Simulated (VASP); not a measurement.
A run of VASP 6.6.1:

INCAR

```
PREC     = Accurate       # precision mode
ENCUT    = 520            # plane-wave cutoff, eV
EDIFF    = 1E-6           # SCF threshold, eV
ISMEAR   = 0              # smearing method
SIGMA    = 0.1            # smearing width, eV
LREAL    = F              # projectors in reciprocal space
LASPH    = T              # aspherical terms in the spheres
NELM     = 60             # most SCF steps
ALGO     = Normal         # electronic algorithm
ISIF     = 2              # what is computed and relaxed
LWAVE    = F              # write WAVECAR
LCHARG   = F              # write CHGCAR
GGA      = PE             # functional
NBANDS   = 23             # bands
```

The input KPOINTS:

```
Automatic mesh
0
Gamma
  4 4 4
```

POSCAR

```
InSbO2
1.0
    4.7744921400      0.0000000000      0.0000000000
    0.0000000000      4.7744921400      0.0000000000
    0.0000000000      0.0000000000      4.7744921400
In Sb O
1 1 2
Direct
    0.0000000000      0.0000000000      0.0000000000
    0.0000000000      0.0000000000      0.5000000000
    0.5000000000      0.0000000000      0.0000000000
    0.0000000000      0.5000000000      0.0000000000
```

Potentials or basis: VASP PAW PBE potentials, release 64 (In_d, Sb, O).

Launch:

```console
$ cat potpaw_PBE.64/In_d/POTCAR potpaw_PBE.64/Sb/POTCAR potpaw_PBE.64/O/POTCAR > POTCAR
$ mpirun -np 1 vasp_std > vasp.out
```

Hardware: 1 thread of Intel(R) Xeon(R) 6975P-C (Granite Rapids) (shared host).

Q: How long does it take, and how much memory?

A: Wall time 18 s on 1 thread of Intel(R) Xeon(R) 6975P-C (Granite Rapids), on a shared host, peak memory 0.22 GiB. Counts: scf iterations 18, k points 18.
